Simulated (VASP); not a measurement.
# Re (P6_3/mmc) in VASP: further runs

The runs below take Re through single point, relaxation of shape and atoms at fixed volume, with LDA.

All numbers are computed with VASP 6.6.1; they aren't measurements. Logs are shortened: lines on timing, memory, paths and dates and some standing lists are left out, and cuts for length are marked.

### Step 1. The cell of the first run

It takes space group P6_3/mmc (No. 194, hexagonal). The conventional cell has a = 2.791 Å, b = 2.791 Å, c = 4.503 Å, α = 90.00°, β = 90.00°, γ = 120.00°. Within 3.6 Å of Re (site symmetry -6m2) lie 12 Re at 2.77 to 2.79 Å.

### Step 2. Single point, LDA (15.19 Å³/atom)

The input, INCAR:

```
PREC     = Accurate       # precision mode
ENCUT    = 520            # plane-wave cutoff, eV
EDIFF    = 1E-6           # SCF threshold, eV
ISMEAR   = 0              # smearing method
SIGMA    = 0.1            # smearing width, eV
LREAL    = F              # projectors in reciprocal space
LASPH    = T              # aspherical terms in the spheres
NELM     = 100            # most SCF steps
ALGO     = Normal         # electronic algorithm
ISIF     = 2              # what is computed and relaxed
LWAVE    = F              # write WAVECAR
LCHARG   = T              # write CHGCAR
GGA      = CA             # functional
LELF     = T              # ELF
LVHAR    = T            
NBANDS   = 14             # bands
```

The input, KPOINTS:

```
Automatic mesh
0
Gamma
  18 18 10
```

The input, POSCAR:

```
Re
1.0
    2.7911106787      0.0000000000      0.0000000000
   -1.3955553394      2.4171727525      0.0000000000
    0.0000000000      0.0000000000      4.5032481104
Re
2
Direct
    0.3333333333      0.6666666667      0.2500000000
    0.6666666667      0.3333333333      0.7500000000
```

Potentials or basis: VASP PAW LDA potentials, release 64 (Re).

On the command line:

```console
$ cat potpaw_LDA.64/Re/POTCAR > POTCAR
$ mpirun -np 1 vasp_std > vasp.out
```

OUTCAR:

```text
PREC = Accurate
   ENCUT = 520
   EDIFF = 1E-6
   ISMEAR = 0
   LREAL = F
   LASPH = T
   NELM = 100
   ISIF = 2
   GGA = CA

 ion  position               nearest neighbor table
   1  0.333  0.667  0.250-   2 2.77   2 2.77   2 2.77   2 2.77   2 2.77   2 2.77
   2  0.667  0.333  0.750-   1 2.77   1 2.77   1 2.77   1 2.77   1 2.77   1 2.77

  LATTYP: Found a hexagonal cell.
 ALAT       =     2.7911106787
 C/A-ratio  =     1.6134251303

  Lattice vectors:

 A1 = (   2.7911106787,   0.0000000000,   0.0000000000)
 A2 = (  -1.3955553394,   2.4171727525,   0.0000000000)
 A3 = (   0.0000000000,   0.0000000000,   4.5032481104)

Analysis of symmetry for initial positions (statically):
=====================================================================
 Subroutine PRICEL returns:
 Original cell was already a primitive cell.

 Routine SETGRP: Setting up the symmetry group for a
 hexagonal supercell.

 Subroutine GETGRP returns: Found 24 space group operations
 (whereof 12 operations were pure point group operations)
 out of a pool of 24 trial point group operations.

The static configuration has the point symmetry D_3d.
 The point group associated with its full space group is D_6h.

Analysis of symmetry for dynamics (positions and initial velocities):
=====================================================================
 Subroutine PRICEL returns:
 Original cell was already a primitive cell.

 Routine SETGRP: Setting up the symmetry group for a
 hexagonal supercell.

 Subroutine GETGRP returns: Found 24 space group operations
 (whereof 12 operations were pure point group operations)
 out of a pool of 24 trial point group operations.

The dynamic configuration has the point symmetry D_3d.
 The point group associated with its full space group is D_6h.

 Subroutine INISYM returns: Found 24 space group operations
 (whereof 12 operations are pure point group operations),
 and found     1 'primitive' translations

----------------------------------------------------------------------------------------

                                     Primitive cell

  volume of cell :      30.3816

  direct lattice vectors                    reciprocal lattice vectors
     2.791110679  0.000000000  0.000000000     0.358280310  0.206853234  0.000000000
    -1.395555339  2.417172752  0.000000000     0.000000000  0.413706467  0.000000000
     0.000000000  0.000000000  4.503248110     0.000000000  0.000000000  0.222061937

  length of vectors
     2.791110679  2.791110679  4.503248110     0.413706467  0.413706467  0.222061937

  position of ions in fractional coordinates (direct lattice)
     0.333333333  0.666666667  0.250000000
     0.666666667  0.333333333  0.750000000

  ion indices of the primitive-cell ions
   primitive index   ion index
                 1           1
                 2           2

----------------------------------------------------------------------------------------

 KPOINTS: Automatic mesh

Automatic generation of k-mesh.
 Grid dimensions read from file:
 generate k-points for:   18   18   10

 Generating k-lattice:

  Cartesian coordinates                     Fractional coordinates (reciprocal lattice)
     0.019904462  0.011491846  0.000000000     0.055555556 -0.000000000  0.000000000
     0.000000000  0.022983693  0.000000000     0.000000000  0.055555556  0.000000000
     0.000000000  0.000000000  0.022206194     0.000000000  0.000000000  0.100000000

  Length of vectors
     0.022983693  0.022983693  0.022206194

  Shift w.r.t. Gamma in fractional coordinates (k-lattice)
     0.000000000  0.000000000  0.000000000

 Subroutine IBZKPT returns following result:
 ===========================================

 Found    222 irreducible k-points:

 Following reciprocal coordinates:
            Coordinates               Weight
  0.000000  0.000000  0.000000      1.000000
  0.055556  0.000000  0.000000      6.000000
  0.111111  0.000000  0.000000      6.000000
  0.166667  0.000000  0.000000      6.000000
  0.222222 -0.000000  0.000000      6.000000
  0.277778  0.000000  0.000000      6.000000
[... 16 lines left out ...]
  0.333333  0.111111  0.000000     12.000000
  0.388889  0.111111  0.000000     12.000000
 [... further k-points ...]
   k-points           NKPTS =    222   k-points in BZ     NKDIM =    222   number of bands    NBANDS=     14
   number of dos      NEDOS =    301   number of ions     NIONS =      2
   total plane-waves  NPLWV =  20736
   dimension x,y,z NGX =    24 NGY =   24 NGZ =   36
   dimension x,y,z NGXF=    48 NGYF=   48 NGZF=   72
   ions per type =               2
   NGX,Y,Z   is equivalent  to a cutoff of  14.30, 14.30, 13.29 a.u.
   NGXF,Y,Z  is equivalent  to a cutoff of  28.59, 28.59, 26.58 a.u.
 SYSTEM =  unknown system
   PREC   = accura    normal or accurate (medium, high low for compatibility)
   ISTART =      0    job   : 0-new  1-cont  2-samecut
   ICHARG =      2    charge: 1-file 2-atom 10-const
[... 73 lines left out ...]
     10       8.1379      0.00000
     11      10.6491      0.00000
     12      10.6491      0.00000
     13      17.0608      0.00000
     14      21.6202      0.00000

 k-point     2 :       0.0556    0.0000    0.0000
  band No.  band energies     occupation
      1      -2.0045      2.00000
      2       1.1898      2.00000
      3       5.5812      2.00000
      4       6.0389      2.00000
      5       6.2419      2.00000
      6       6.6370      2.00000
      7       6.8282      2.00000
      8       7.3807      1.56032
      9       7.5065      0.31428
     10       7.7819      0.00000
     11      10.7122      0.00000
     12      11.2353      0.00000
     13      17.0523      0.00000
     14      21.8896      0.00000

 k-point     3 :       0.1111    0.0000    0.0000
  band No.  band energies     occupation
      1      -1.6472      2.00000
      2       1.5145      2.00000
      3       5.1752      2.00000
      4       6.3533      2.00000
      5       6.3685      2.00000
      6       6.5283      2.00000
      7       6.6326      2.00000
      8       7.1383      1.99997
      9       7.2596      1.98708
     10       7.5064      0.31499
     11      10.8701      0.00000
     12      12.4063      0.00000
     13      17.0031      0.00000
     14      22.6291      0.00000

 k-point     4 :       0.1667    0.0000    0.0000
  band No.  band energies     occupation
      1      -1.0869      2.00000
      2       1.9680      2.00000
      3       4.7793      2.00000
      4       5.5572      2.00000
      5       6.0535      2.00000
      6       6.9043      2.00000
      7       6.9292      2.00000
      8       7.0671      2.00000
      9       7.2528      1.99016
     10       7.6391      0.00396
     11      11.0617      0.00000
     12      13.7331      0.00000
     13      16.8742      0.00000
     14      23.4788      0.00000

 k-point     5 :       0.2222   -0.0000    0.0000
  band No.  band energies     occupation
      1      -0.3832      2.00000
      2       2.3571      2.00000
      3       4.5584      2.00000
      4       4.6601      2.00000
      5       5.7943      2.00000
      6       6.5772      2.00000
      7       6.9771      2.00000
      8       7.6232      0.00788
      9       7.6580      0.00164
     10       8.3040      0.00000
     11      11.2402      0.00000
[... 276 lines left out ...]
 k-point    22 :       0.2778    0.1111    0.0000
  band No.  band energies     occupation
      1       1.3780      2.00000
      2       2.6237      2.00000
      3       3.2263      2.00000
      4       4.4686      2.00000
      5       5.5696      2.00000
      6       6.0860      2.00000
      7       6.6378      2.00000
      8       8.7402      0.00000
      9       9.8704      0.00000
     10      10.8346      0.00000
     11      11.2784      0.00000
     12      16.4229      0.00000
     13      18.2145      0.00000
     14      19.0767      0.00000

 k-point    23 :       0.3333    0.1111    0.0000
  band No.  band energies     occupation
      1       1.8521      2.00000
      2       2.3840      2.00000
      3       2.8088      2.00000
      4       4.8567      2.00000
      5       5.4716      2.00000
      6       6.3487      2.00000
      7       6.5229      2.00000
      8       9.6124      0.00000
      9      10.6022      0.00000
     10      11.3156      0.00000
     11      11.8665      0.00000
     12      16.6395      0.00000
     13      17.2725      0.00000
     14      19.4292      0.00000

 k-point    24 :       0.3889    0.1111    0.0000
  band No.  band energies     occupation
      1       2.0775      2.00000
      2       2.2198      2.00000
      3       2.5524      2.00000
      4       5.2602      2.00000
      5       5.4424      2.00000
      6       6.1337      2.00000
      7       6.8457      2.00000
      8      10.4978      0.00000
      9      11.0573      0.00000
     10      11.3347      0.00000
     11      12.8263      0.00000
     12      15.5308      0.00000
     13      17.3149      0.00000
     14      18.4457      0.00000

 [... further k-points ...]

------------------------ aborting loop because EDIFF is reached ----------------------------------------

  FORCE on cell =-STRESS in cart. coord.  units (eV):
  Direction    XX          YY          ZZ          XY          YZ          ZX
  --------------------------------------------------------------------------------------
  -------------------------------------------------------------------------------------
  Total       -3.7489679     -3.7489679     -3.8136027      0.0000000     -0.0000000      0.0000000
  in kB     -197.7022802   -197.7022802   -201.1108056      0.0000000     -0.0000000      0.0000000
  external PRESSURE =    -198.8384553 kB  Pullay stress =       0.0000000 kB

 VOLUME and BASIS-vectors are now :
 -----------------------------------------------------------------------------
  energy-cutoff  :      520.00
  volume of cell :       30.38
      direct lattice vectors                 reciprocal lattice vectors
     2.791110679  0.000000000  0.000000000     0.358280310  0.206853234  0.000000000
    -1.395555339  2.417172752  0.000000000     0.000000000  0.413706467  0.000000000
     0.000000000  0.000000000  4.503248110     0.000000000  0.000000000  0.222061937

 POSITION                                       TOTAL-FORCE (eV/Angst)
 -----------------------------------------------------------------------------------
     -0.00000      1.61145      1.12581        -0.000000      0.000000      0.000000
      1.39556      0.80572      3.37744         0.000000     -0.000000      0.000000
 -----------------------------------------------------------------------------------
    total drift:                                0.000000     -0.000000     -0.000000

  FREE ENERGIE OF THE ION-ELECTRON SYSTEM (eV)
  ---------------------------------------------------
  free  energy   TOTEN  =       -27.4283152504 eV

  energy  without entropy=      -27.4193186556  energy(sigma->0) =      -27.42381695
```

It took 2.3 min on 1 thread of Intel Xeon 8259CL, shared host; peak memory 0.21 GiB.

What came out:

| Property | Result |
| --- | --- |
| Free energy | -27.4283 eV |
| Pressure | -19.9 GPa |
| Band gap on the k mesh | zero (bands 7 and 8 overlap by 3.12 eV) |

Caveat: the cell stands under tension; spin-orbit coupling is left out, which moves the levels of the heavy elements.

### Step 3. Single point, LDA (15.62 Å³/atom)

This run uses another cell than the first one, of 15.62 Å³/atom.

The input, INCAR:

```
PREC = Accurate
ENCUT = 520
EDIFF = 1E-6
ISMEAR = 0
SIGMA = 0.1
LREAL = F
LASPH = T
NELM = 100
ALGO = Fast
ISIF = 2
LWAVE = F
LCHARG = F
GGA = CA
NBANDS = 14
```

KPOINTS is that of step 2.

The input, POSCAR:

```
Re
1.0
    2.8178355722      0.0000000000      0.0000000000
   -1.4089177861      2.4403171892      0.0000000000
    0.0000000000      0.0000000000      4.5432781920
Re
2
Direct
    0.3333333333      0.6666666667      0.2500000000
    0.6666666667      0.3333333333      0.7500000000
```

Potentials or basis: VASP PAW LDA potentials, release 64 (Re).

On the command line:

```console
$ cat potpaw_LDA.64/Re/POTCAR > POTCAR
$ mpirun -np 1 vasp_std > vasp.out
```

Wall time 2.4 min (1 thread of Intel Xeon 8259CL, shared host); peak memory 0.21 GiB.

Results (log left out):

* Free energy: -27.2994 eV
* Pressure: -28.2 GPa
* Band gap on the k mesh: zero (bands 7 and 8 overlap by 2.98 eV)

Stress tensor (GPa, compression positive):
```
-28.15   0.00   0.00
  0.00 -28.15   0.00
  0.00   0.00 -28.35
```

Levels at points of the mesh, in eV from the Fermi level:
```csv
k point,band 5,band 6,band 7,band 8,band 9,band 10
"(0.00, 0.00, 0.00)",-1.43,-0.68,-0.68,0.16,0.16,0.66
"(0.50, 0.00, 0.00)",-1.62,-1.25,-0.55,3.60,3.99,4.09
"(0.00, 0.00, 0.50)",-1.57,-1.57,-1.57,-1.57,2.32,2.32
"(0.50, 0.00, 0.50)",0.37,0.37,0.91,0.91,3.89,3.89
```

Caveat: the cell stands under tension; spin-orbit coupling is left out, which moves the levels of the heavy elements.

### Step 4. Relaxation of shape and atoms at fixed volume, LDA (13.04 Å³/atom)

This run uses another cell than the first one, of 13.04 Å³/atom.

The input, INCAR:

```
PREC = Accurate ; ENCUT = 600
EDIFF = 1E-6 ; ISMEAR = 0
SIGMA = 0.1 ; LREAL = F
LASPH = T ; NELM = 100
ALGO = Normal ; ISIF = 4
LWAVE = F ; LCHARG = F
GGA = CA ; IBRION = 2
NSW = 50 ; EDIFFG = -0.01
```

KPOINTS is that of step 3.

The input, POSCAR:

```
Re
1.0
    2.6524409180      0.0000000000      0.0000000000
   -1.3262204590      2.2970812170      0.0000000000
    0.0000000000      0.0000000000      4.2807915558
Re
2
Direct
    0.3333333333      0.6666666667      0.2500000000
    0.6666666667      0.3333333333      0.7500000000
```

On the command line:

```console
$ cat potpaw_LDA.64/Re/POTCAR > POTCAR
$ mpirun -np 1 vasp_std > vasp.out
```

Run time: 1.9 min. Hardware: 1 thread of Intel Xeon 8259CL, shared host; peak memory 0.2 GiB.

Results (log left out):

| Quantity | Value |
| --- | --- |
| Free energy | -27.1453 eV |
| Pressure after relaxing | 50.4 GPa |
| Band gap on the k mesh | zero (bands 7 and 8 overlap by 4.14 eV) |

Final structure:
```
CELL_PARAMETERS angstrom
2.65244 0.00000 0.00000
-1.32622 2.29708 0.00000
0.00000 0.00000 4.28079
ATOMIC_POSITIONS crystal
Re 0.33333 0.66667 0.25000
Re 0.66667 0.33333 0.75000
```

Levels at points of the mesh, in eV from the Fermi level:
```tsv
k point	band 3	band 4	band 5	band 6	band 7	band 8	band 9	band 10	band 11
(0.00, 0.00, 0.00)	-1.97	-1.97	-1.94	-0.95	-0.95	0.14	0.14	1.10	3.92
(0.50, 0.00, 0.00)	-6.19	-2.40	-1.65	-1.54	-0.66	4.73	5.24	5.39	7.26
(0.00, 0.00, 0.50)	-2.72	-2.72	-2.12	-2.12	-2.12	-2.12	3.00	3.00	3.00
(0.50, 0.00, 0.50)	-4.88	-4.88	0.39	0.39	1.33	1.33	5.11	5.20	5.69
```

Caveat: spin-orbit coupling is left out, which moves the levels of the heavy elements.

### Step 5. Relaxation of shape and atoms at fixed volume, LDA (13.47 Å³/atom)

This run uses another cell than the first one, of 13.47 Å³/atom.

The input, INCAR:

```
  PREC = Accurate
  ENCUT = 600
  EDIFF = 1E-6
  ISMEAR = 0
  SIGMA = 0.1
  LREAL = False
  LASPH = True
  NELM = 80
  ALGO = Fast
  ISIF = 4
  LWAVE = False
  LCHARG = False
  GGA = CA
  IBRION = 2
  NSW = 50
  EDIFFG = -0.01
```

The input, KPOINTS:

```
regular mesh
0
Gamma
  18 18 10
```

The input, POSCAR:

```
Re
1.0
    2.6815406678      0.0000000000      0.0000000000
   -1.3407703339      2.3222823396      0.0000000000
    0.0000000000      0.0000000000      4.3264651013
Re
2
Direct
    0.3333333333      0.6666666667      0.2500000000
    0.6666666667      0.3333333333      0.7500000000
```

On the command line:

```console
$ cat potpaw_LDA.64/Re/POTCAR > POTCAR
$ mpirun -np 1 vasp_std > vasp.out
```

It took 2.2 min on 1 thread of Intel Xeon 8259CL, shared host; peak memory 0.2 GiB.

The run converged. Its results:

| Item | Value |
| --- | --- |
| Free energy | -27.3636 eV |
| Pressure after relaxing | 31.4 GPa |
| Band gap on the k mesh | zero (bands 7 and 8 overlap by 3.89 eV) |

Final structure:
```
Re
1.0
     2.68154    0.00000    0.00000
    -1.34077    2.32228    0.00000
     0.00000    0.00000    4.32647
Re
2
Direct
  0.33333 0.66667 0.25000
  0.66667 0.33333 0.75000
```

Levels at points of the mesh, in eV from the Fermi level:
| k point | band 3 | band 4 | band 5 | band 6 | band 7 | band 8 | band 9 | band 10 | band 11 |
| --- | --- | --- | --- | --- | --- | --- | --- | --- | --- |
| (0.00, 0.00, 0.00) | -1.86 | -1.86 | -1.84 | -0.89 | -0.89 | 0.15 | 0.15 | 0.99 | 3.77 |
| (0.50, 0.00, 0.00) | -5.92 | -2.27 | -1.66 | -1.49 | -0.64 | 4.51 | 5.02 | 5.20 | 7.07 |
| (0.00, 0.00, 0.50) | -2.62 | -2.62 | -2.00 | -2.00 | -2.00 | -2.00 | 2.87 | 2.87 | 2.88 |
| (0.50, 0.00, 0.50) | -4.65 | -4.65 | 0.39 | 0.39 | 1.23 | 1.24 | 4.87 | 5.09 | 5.44 |

Caveat: spin-orbit coupling is left out, which moves the levels of the heavy elements.

### Step 6. The runs side by side

```csv
task,cell,cutoff (eV),gap on the mesh (eV),pressure (GPa)
single point,"a = 2.791, b = 2.791, c = 4.503 Å, angles 90.0, 90.0, 120.0°, 2 atoms",520,none,-19.9
single point,"a = 2.818, b = 2.818, c = 4.543 Å, angles 90.0, 90.0, 120.0°, 2 atoms",520,none,-28.2
relaxation of shape and atoms at fixed volume,"relaxed from a = 2.652, b = 2.652, c = 4.281 Å, angles 90.0, 90.0, 120.0°, 2 atoms",600,none,50.4
relaxation of shape and atoms at fixed volume,"relaxed from a = 2.682, b = 2.682, c = 4.326 Å, angles 90.0, 90.0, 120.0°, 2 atoms",600,none,31.4
```

Alike in all rows: level LDA; potentials or basis VASP PAW LDA potentials, release 64 (Re); no spin polarisation; k mesh 18 × 18 × 10; smearing gaussian 0.1 eV.

Caveats: spin-orbit coupling is left out, which moves the levels of the heavy elements; the cell stands under tension (at least some runs).

Absolute energies hang on the potentials; compare differences alone.
